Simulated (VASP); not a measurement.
Wanted: the native input for a VASP 6.6.1 run.

```yaml
Task: single point
Functional: PBEsol
Potentials_or_basis: VASP PAW PBE potentials, release 64 (Br)
Cutoff: 520 eV
k_mesh: 7 × 7 × 3
Occupations: fermi-dirac, width 0.05 eV
Spin: no spin polarisation
Dipole_correction: no
Further_INCAR_settings: ALGO = Normal; EDIFF = 1e-06; NBANDS = 22
```

The structure of Br lies in POSCAR:

```
Br
1.0
    3.3406771722     -2.3069619464      0.0000000000
    3.3406771722      2.3069619464      0.0000000000
    0.0000000000      0.0000000000      8.6438935422
Br
4
Direct
    0.3651000000      0.6349000000      0.3901000000
    0.1349000000      0.8651000000      0.8901000000
    0.6349000000      0.3651000000      0.6099000000
    0.8651000000      0.1349000000      0.1099000000
```

This cell differs from its parent crystal: volume scaled by 0.98.

These files were run (other wordings do the same):

INCAR

```
ALGO = Normal
EDIFF = 1E-6
ENCUT = 520
GGA = PS
ISIF = 2
ISMEAR = -1
LASPH = True
LCHARG = False
LREAL = False
LWAVE = False
NBANDS = 22
NELM = 60
PREC = Accurate
SIGMA = 0.05
```

KPOINTS

```
k-points
0
Gamma
  7 7 3
```

Potentials or basis: VASP PAW PBE potentials, release 64 (Br).

The run is started by

```bash
$ cat potpaw_PBE.64/Br/POTCAR > POTCAR
$ mpirun -np 1 vasp_std > vasp.out
```

Results of the run:

* Pressure: 0.7 GPa
* Largest force: 0.990 eV/Å
* Band gap on the k mesh: 1.90 eV, indirect (least direct gap 1.92 eV)

Caveat: the PAW data sets were made with another functional, which shifts forces and pressure a little.

Wall time 34 s on 1 thread of Intel(R) Xeon(R) 6975P-C (Granite Rapids), on a shared host, peak memory 0.24 GiB.
